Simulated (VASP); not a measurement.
TaN, 6 atoms in the cell. The structure is hexagonal, space group P-62m (No. 189). The conventional cell has a = 5.300 Å, b = 5.300 Å, c = 2.911 Å, α = 90.00°, β = 90.00°, γ = 120.00°. Within 2.9 Å of Ta (site symmetry -6) lie 6 N at 2.19 Å. Ta (site symmetry -62m) has 3 N at 2.08 Å within 2.8 Å. N (site symmetry m2m) has 5 Ta at 2.08 to 2.19 Å within 2.8 Å.  This cell differs from its parent crystal: equal xx and yy strain of +2 %.

- Program: VASP 6.6.1
- Task: electric field gradients
- Functional: PBE
- Potentials or basis: VASP PAW PBE potentials, release 64 (Ta_pv, N)
- Cutoff: 520 eV
- k mesh: 6 × 6 × 9
- Occupations: fermi-dirac, width 0.01 eV
- Spin: no spin polarisation
- Dipole correction: no
- Further INCAR settings: ALGO = Normal; EDIFF = 1e-08; NBANDS = 33

Potentials or basis: VASP PAW PBE potentials, release 64 (Ta_pv, N).

Command:

```sh
$ cat potpaw_PBE.64/Ta_pv/POTCAR potpaw_PBE.64/N/POTCAR > POTCAR
$ mpirun -np 1 vasp_std > vasp.out
```

Hardware: 1 thread of Intel(R) Xeon(R) Platinum 8488C (Sapphire Rapids), with other jobs on the host.

Q: Estimate the wall time of this run.

A: It took 86 s on 1 thread of Intel(R) Xeon(R) Platinum 8488C (Sapphire Rapids), with other jobs on the host, peak memory 0.22 GiB. Counts: scf iterations 17, k points 35.
